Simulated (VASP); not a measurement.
# HfO2 in VASP: a series of runs

HfO2 is run at these levels: PBE; tasks: single point.

Everything below comes from runs of VASP 6.6.1. Logs are shortened: lines on timing, memory, paths and dates and some standing lists are left out, and cuts for length are marked.

**1. The cell of the first run**

The cell holds an amorphous packing of atoms, 15 atoms: a = 5.863 Å, b = 5.416 Å, c = 5.761 Å, α = 90.41°, β = 93.48°, γ = 87.37°.

**2. Single point, PBE**

File INCAR:

```
PREC = Accurate
ENCUT = 520
EDIFF = 1E-6
ISMEAR = -1
SIGMA = 0.2585
LREAL = Auto
LASPH = True
NELM = 80
ALGO = Normal
ISIF = 2
LWAVE = False
LCHARG = True
GGA = PE
LELF = True
LVHAR = True
ISYM = 0
NBANDS = 68
```

File KPOINTS:

```
regular mesh
0
Gamma
  1 1 1
```

File POSCAR:

```
HfO2
1.0
    5.8586830000      0.1288100000     -0.1763910000
    0.1288100000      5.4147420000     -0.0179830000
   -0.1763910000     -0.0179830000      5.7582330000
Hf O
5 10
Direct
   -0.1588281778      0.5568399640      1.0774110377
   -0.0161359400      0.1180577685      0.4731628259
    0.4056893190      0.3675793692      0.4719062470
    0.2905772472      1.0258019503      0.9883867512
    0.5868845101      0.8473324842      0.5433678571
    0.1228223532      0.3337641955      0.1675334845
    0.2150260696      0.2968726926      0.7614716746
    0.3252968184      1.0288417268      0.3573370671
    0.7148429934      0.5355762020      0.7324073439
   -0.0284946232      0.8881888946      0.9588677821
    0.5327612760      0.1467901438      0.7490261373
    0.5155369932      0.5986997099      0.2604006303
    0.7403191110      0.2200254038      0.2685480676
    0.9083191032      0.7349609627      0.4096411378
    0.3185361235      0.7538614741      0.7299129084
```

Potentials or basis: VASP PAW PBE potentials, release 64 (Hf_pv, O).

The run is started by

```console
> cat potpaw_PBE.64/Hf_pv/POTCAR potpaw_PBE.64/O/POTCAR > POTCAR
> mpirun -np 1 vasp_gam > vasp.out
```

OUTCAR:

```text
PREC = Accurate
   ENCUT = 520
   EDIFF = 1E-6
   ISMEAR = -1
   LREAL = Auto
   LASPH = True
   NELM = 80
   ISIF = 2
   GGA = PE
   ISYM = 0

 ion  position               nearest neighbor table
   1  0.841  0.557  0.077-   6 2.04   9 2.08  10 2.12  14 2.16  12 2.24  13 2.26   2 3.35   5 3.48
                             5 3.67   3 3.70   4 3.80   4 3.86
   2  0.984  0.118  0.473-  13 1.86  14 2.17   8 2.18   7 2.31   6 2.33   5 2.86   3 2.87   1 3.35
                             4 3.40   4 3.43   3 3.59   5 3.76
   3  0.406  0.368  0.472-  12 1.91   8 2.01  11 2.08   7 2.11   6 2.35  13 2.45   9 2.48  15 2.61
                             5 2.87   2 2.87   5 2.99   4 3.38   2 3.59   4 3.63   1 3.70
   4  0.291  0.026  0.988-   7 1.99  10 2.04  15 2.10   8 2.12  11 2.16   6 2.18   5 3.30   3 3.38
                             2 3.40   2 3.43   3 3.63   5 3.66   1 3.80   1 3.86
   5  0.587  0.847  0.543-  11 2.03   8 2.04  15 2.04   9 2.10  14 2.14  12 2.14  13 2.79   2 2.86
                             3 2.87   3 2.99   4 3.30   1 3.48   4 3.66   1 3.67   2 3.76
   6  0.123  0.334  0.168-   1 2.04   4 2.18   2 2.33   3 2.35
   7  0.215  0.297  0.761-   4 1.99   3 2.11   2 2.31
   8  0.325  0.029  0.357-   3 2.01   5 2.04   4 2.12   2 2.18
   9  0.715  0.536  0.732-   1 2.08   5 2.10   3 2.48
  10  0.972  0.888  0.959-   4 2.04   1 2.12
  11  0.533  0.147  0.749-   5 2.03   3 2.08   4 2.16
  12  0.516  0.599  0.260-   3 1.91   5 2.14   1 2.24
  13  0.740  0.220  0.269-   2 1.86   1 2.26   3 2.45   5 2.79
  14  0.908  0.735  0.410-   5 2.14   1 2.16   2 2.17
  15  0.319  0.754  0.730-   5 2.04   4 2.10   3 2.61

IMPORTANT INFORMATION: All symmetrisations will be switched off!
NOSYMM: (Re-)initialisation of all symmetry stuff for point group C_1.

----------------------------------------------------------------------------------------

                                     Primitive cell

  volume of cell :     182.4048

  direct lattice vectors                    reciprocal lattice vectors
     5.858683000  0.128810000 -0.176391000     0.170933113 -0.004048939  0.005223521
     0.128810000  5.414742000 -0.017983000    -0.004048939  0.184778830  0.000453035
    -0.176391000 -0.017983000  5.758233000     0.005223521  0.000453035  0.173825812

  length of vectors
     5.862752962  5.416303752  5.760962112     0.171060832  0.184823741  0.173904869

  position of ions in fractional coordinates (direct lattice)
     0.841171822  0.556839964  0.077411038
     0.983864060  0.118057769  0.473162826
     0.405689319  0.367579369  0.471906247
     0.290577247  0.025801950  0.988386751
     0.586884510  0.847332484  0.543367857
     0.122822353  0.333764196  0.167533484
     0.215026070  0.296872693  0.761471675
     0.325296818  0.028841727  0.357337067
     0.714842993  0.535576202  0.732407344
     0.971505377  0.888188895  0.958867782
     0.532761276  0.146790144  0.749026137
     0.515536993  0.598699710  0.260400630
     0.740319111  0.220025404  0.268548068
     0.908319103  0.734960963  0.409641138
     0.318536124  0.753861474  0.729912908

  ion indices of the primitive-cell ions
   primitive index   ion index
                 1           1
                 2           2
                 3           3
                 4           4
                 5           5
                 6           6
                 7           7
                 8           8
                 9           9
                10          10
                11          11
                12          12
                13          13
                14          14
                15          15

----------------------------------------------------------------------------------------

 KPOINTS: regular mesh

Automatic generation of k-mesh.
 Grid dimensions read from file:
 generate k-points for:    1    1    1

 Generating k-lattice:

  Cartesian coordinates                     Fractional coordinates (reciprocal lattice)
     0.170933113 -0.004048939  0.005223521     1.000000000  0.000000000  0.000000000
    -0.004048939  0.184778830  0.000453035     0.000000000  1.000000000  0.000000000
     0.005223521  0.000453035  0.173825812     0.000000000 -0.000000000  1.000000000

  Length of vectors
     0.171060832  0.184823741  0.173904869

  Shift w.r.t. Gamma in fractional coordinates (k-lattice)
     0.000000000  0.000000000  0.000000000

 Subroutine IBZKPT returns following result:
 ===========================================

 Found      1 irreducible k-points:

 Following reciprocal coordinates:
            Coordinates               Weight
  0.000000  0.000000  0.000000      1.000000
   k-points           NKPTS =      1   k-points in BZ     NKDIM =      1   number of bands    NBANDS=     68
   number of dos      NEDOS =    301   number of ions     NIONS =     15
   total plane-waves  NPLWV =  92160
   dimension x,y,z NGX =    48 NGY =   40 NGZ =   48
   dimension x,y,z NGXF=    96 NGYF=   80 NGZF=   96
   ions per type =               5  10
   NGX,Y,Z   is equivalent  to a cutoff of  13.61, 12.28, 13.85 a.u.
   NGXF,Y,Z  is equivalent  to a cutoff of  27.22, 24.55, 27.70 a.u.
 SYSTEM =  unknown system
   PREC   = accura    normal or accurate (medium, high low for compatibility)
   ISTART =      0    job   : 0-new  1-cont  2-samecut
   ICHARG =      2    charge: 1-file 2-atom 10-const
   ISPIN  =      1    spin polarized calculation?
   LNONCOLLINEAR =      F non collinear calculations
   LSORBIT =      F    spin-orbit coupling
   LASPH  =      T    aspherical Exc in radial PAW
   ENCUT  =  520.0 eV  38.22 Ry    6.18 a.u.  10.90 10.07 10.71*2*pi/ulx,y,z
   NELM   =     80;   NELMIN=  2; NELMDL= -5     # of ELM steps
   EDIFF  = 0.1E-05   stopping-criterion for ELM
   LREAL  =      T    real-space projection
   EDIFFG = 0.1E-04   stopping-criterion for IOM
   NSW    =      0    number of steps for IOM
   IBRION =     -1    ionic relax: 0-MD 1-quasi-New 2-CG
   NFREE  =      0    steps in history (QN), initial steepest desc. (CG)
   ISIF   =      2    stress and relaxation
   ISYM   =      0    0-nonsym 1-usesym 2-fastsym
   POTIM  = 0.5000    time-step for ionic-motion
   TEBEG  =    0.0;   TEEND  =   0.0 temperature during run
   PSTRESS=    0.0 pullay stress
   NELECT =     110.0000    total number of electrons
   NUPDOWN=      -1.0000    fix difference up-down
   EMIN   =  10.00;   EMAX   =-10.00  energy-range for DOS
   EFERMI =   0.00;   METHOD = LEGACY
   ISMEAR =    -1;   SIGMA  =   0.26  broadening in eV -4-tet -1-fermi 0-gaus
   EFERMI_NEDOS =   21; number of points for ismear=-14 and -15
   IALGO  =     38    algorithm
   IMIX   =      4    mixing-type and parameters
     AMIX     =   0.40;   BMIX     =  1.00
     AMIX_MAG =   1.60;   BMIX_MAG =  1.00
  volume/ion in A,a.u.               =      12.16        82.06
  Fermi-wavevector in a.u.,A,eV,Ry     =   1.383121  2.613720 26.028282  1.913025
  Thomas-Fermi vector in A             =   2.507749
   LORBIT       =      0    0 simple, 1 ext, 2 COOP (PROOUT), +10 PAW based schemes
   GGA     = PE    functional components
   LHFCALC =     F    Hartree Fock is set to
   AEXX    =    0.0000 exact exchange contribution
   IVDW    =     0    specifies the selected vdW correction
   LEPSILON=     F    determine dielectric tensor
   LRPA    =     F    only Hartree local field effects (RPA)
 non-spin polarized calculation
  energy-cutoff  :      520.00
  volume of cell :      182.40
 maximum number of plane-waves:      2461
 NGX is ok and might be reduce to    42
   NGX = 21   NGY = 21   NGZ = 21

 number of electron     110.0000002 magnetization

 Free energy of the ion-electron system (eV)
  ---------------------------------------------------
  ext. energy  EPLUGINS =         0.00000000
  ---------------------------------------------------
  free energy    TOTEN  =      -139.19599483 eV

  energy without entropy =     -138.99089984  energy(sigma->0) =     -139.09344733

 E-fermi :   4.4943     XC(G=0): -11.0959

 val. band max:        3.5726853735   @ k =   0.0000   0.0000   0.0000
 cond. band min:       5.3268293588   @ k =   0.0000   0.0000   0.0000
 fundamental gap:      1.7541439852
 Fermi energy:         4.4942684482

 k-point     1 :       0.0000    0.0000    0.0000
  band No.  band energies     occupation
      1     -27.8875      2.00000
      2     -27.5893      2.00000
      3     -27.4209      2.00000
      4     -27.4029      2.00000
      5     -26.9822      2.00000
      6     -26.9415      2.00000
[... 59 lines left out ...]
     66       8.7920      0.00000
     67       8.8528      0.00000
 [bands above 67 left out]

------------------------ aborting loop because EDIFF is reached ----------------------------------------

  FORCE on cell =-STRESS in cart. coord.  units (eV):
  Direction    XX          YY          ZZ          XY          YZ          ZX
  --------------------------------------------------------------------------------------
  -------------------------------------------------------------------------------------
  Total       20.3116365     20.2563594    -14.9866747      0.5582799     -7.0252584      2.5921088
  in kB      178.4100040    177.9244700   -131.6374830      4.9037273    -61.7073068     22.7681379
  external PRESSURE =      74.8989970 kB  Pullay stress =       0.0000000 kB

 VOLUME and BASIS-vectors are now :
 -----------------------------------------------------------------------------
  energy-cutoff  :      520.00
  volume of cell :      182.40
      direct lattice vectors                 reciprocal lattice vectors
     5.858683000  0.128810000 -0.176391000     0.170933113 -0.004048939  0.005223521
     0.128810000  5.414742000 -0.017983000    -0.004048939  0.184778830  0.000453035
    -0.176391000 -0.017983000  5.758233000     0.005223521  0.000453035  0.173825812

 POSITION                                       TOTAL-FORCE (eV/Angst)
 -----------------------------------------------------------------------------------
      4.98623      3.12210      0.28736        -0.237886      1.451085     -1.033717
      5.69589      0.75747      2.54891         2.743007     -2.314186      1.350297
      2.34091      2.03412      2.63918        -0.171703      1.140822      3.011534
      1.53138      0.15937      5.63964        -1.168642     -0.876470     -2.816065
      3.45167      4.65391      3.01008         0.523986     -2.648131      2.736740
      0.73302      1.82006      0.93703        -0.611779      0.839685      2.500584
      1.16369      1.62149      4.34146        -5.126012      0.738556     -2.979558
      1.84650      0.19165      1.99973        -0.318859     -0.534003     -0.666543
      4.12784      2.97891      4.08165        -0.101922     -0.058886      0.794348
      5.63701      4.91721      5.33405         0.470135     -0.523977      0.605101
      3.00807      0.84999      4.21645         4.781087     -2.594504     -0.900293
      3.05155      3.30353      1.39774         0.559823      2.640501     -2.307179
      4.31827      1.28191      1.41182        -2.325721     -0.178048      0.349120
      5.34397      4.08926      2.18537         0.031340      2.927566     -0.164187
      1.83456      4.10987      4.13327         0.953143     -0.010009     -0.480183
 -----------------------------------------------------------------------------------
    total drift:                                0.000783     -0.000564     -0.002603

  FREE ENERGIE OF THE ION-ELECTRON SYSTEM (eV)
  ---------------------------------------------------
  free  energy   TOTEN  =      -139.1959948253 eV

  energy  without entropy=     -138.9908998355  energy(sigma->0) =     -139.09344733
```

Wall time 72 s (1 thread of AMD EPYC 7R13, shared host); peak memory 0.24 GiB.

Results:

```yaml
Free_energy: -139.1960 eV
Pressure: 7.5 GPa
Largest_force: 5.975 eV/Å
Band_gap_on_the_k_mesh: 1.75 eV
```

Forces on the atoms (eV/Å):
```
Hf  -0.238  1.451 -1.034
Hf   2.743 -2.314  1.350
Hf  -0.172  1.141  3.012
Hf  -1.169 -0.876 -2.816
Hf   0.524 -2.648  2.737
O   -0.612  0.840  2.501
O   -5.126  0.739 -2.980
O   -0.319 -0.534 -0.667
O   -0.102 -0.059  0.794
O    0.470 -0.524  0.605
O    4.781 -2.595 -0.900
O    0.560  2.641 -2.307
O   -2.326 -0.178  0.349
O    0.031  2.928 -0.164
O    0.953 -0.010 -0.480
```

Stress tensor (GPa, compression positive):
```
 17.84   0.49   2.28
  0.49  17.79  -6.17
  2.28  -6.17 -13.16
```

Caveat: the k points lie up to 1.16 Å⁻¹ apart; spin-orbit coupling is left out, which moves the levels of the heavy elements.

**3. Single point, PBE**

File INCAR:

```
SYSTEM = HfO2
  ALGO = Normal
  EDIFF = 1E-6
  ENCUT = 520
  GGA = PE
  ISIF = 2
  ISMEAR = -1
  ISYM = 0
  LASPH = .TRUE.
  LCHARG = .FALSE.
  LREAL = Auto
  LWAVE = .FALSE.
  NBANDS = 68
  NELM = 80
  PREC = Accurate
  SIGMA = 0.1861
```

File KPOINTS:

```
k-points
0
G
  1 1 1
  0 0 0
```

File POSCAR:

```
HfO2
1.0
    5.8586830000      0.1288100000     -0.1763910000
    0.1288100000      5.4147420000     -0.0179830000
   -0.1763910000     -0.0179830000      5.7582330000
Hf O
5 10
Direct
    0.8330337805      0.5185843339      0.0941697503
    1.0179419386      0.1048484489      0.4729133549
    0.3681354507      0.3972228646      0.6357591016
    0.2755462671     -0.0776855909      1.0003716178
    0.5802673920      0.8662075915      0.5088066003
    0.1129937747      0.4344340298      0.3184071419
    0.1403111748      0.2681902802      0.8721379448
    0.2938185217     -0.0426753320      0.3428154978
    0.6686817203      0.5316133210      0.7349090319
    0.9711045786      0.8248408014      1.1417511622
    0.5018048067      0.0913388255      0.8074654842
    0.5222162671      0.6334002927      0.1952869373
    0.6738888654      0.2090013244      0.3358657772
    0.8817688663      0.7915864383      0.5031408404
    0.2761693754      0.6891021542      0.7657651082
```

Potentials or basis: VASP PAW PBE potentials, release 64 (Hf_pv, O).

The run is started by

```console
> cat potpaw_PBE.64/Hf_pv/POTCAR potpaw_PBE.64/O/POTCAR > POTCAR
> mpirun -np 1 vasp_gam > vasp.out
```

Run time: 66 s. Hardware: 1 thread of AMD EPYC 7R13, shared host; peak memory 0.24 GiB.

Results (log left out):

| Property | Result |
| --- | --- |
| Free energy | -139.2154 eV |
| Pressure | 17.9 GPa |
| Largest force | 4.467 eV/Å |
| Band gap on the k mesh | 3.21 eV |

Forces on the atoms (eV/Å):
```
Hf  -1.388 -0.802 -0.742
Hf  -2.939  0.133 -1.245
Hf   2.756 -1.923 -1.480
Hf   0.635  1.868  2.434
Hf  -1.381 -1.202  1.509
O    0.180 -2.585  2.297
O   -2.476 -1.001 -1.771
O   -1.777  2.537  1.661
O    0.602 -0.521  0.989
O    0.188  2.135 -3.920
O    1.037 -1.382 -1.880
O    0.985  1.339  0.239
O    1.949 -1.041  1.327
O    3.310  0.429  1.871
O   -1.683  2.016 -1.289
```

Stress tensor (GPa, compression positive):
```
26.50  0.40 -3.17
 0.40 23.76  4.32
-3.17  4.32  3.30
```

Levels at points of the mesh, in eV from the valence-band top:
```csv
k point,band 51,band 52,band 53,band 54,band 55,band 56,band 57,band 58,band 59,band 60
"(0.00, 0.00, 0.00)",-0.60,-0.35,-0.18,-0.10,0.00,3.21,3.38,3.78,4.42,4.60
```

Caveat: the k points lie up to 1.16 Å⁻¹ apart; spin-orbit coupling is left out, which moves the levels of the heavy elements.

(Continued in part 2 of 2.)
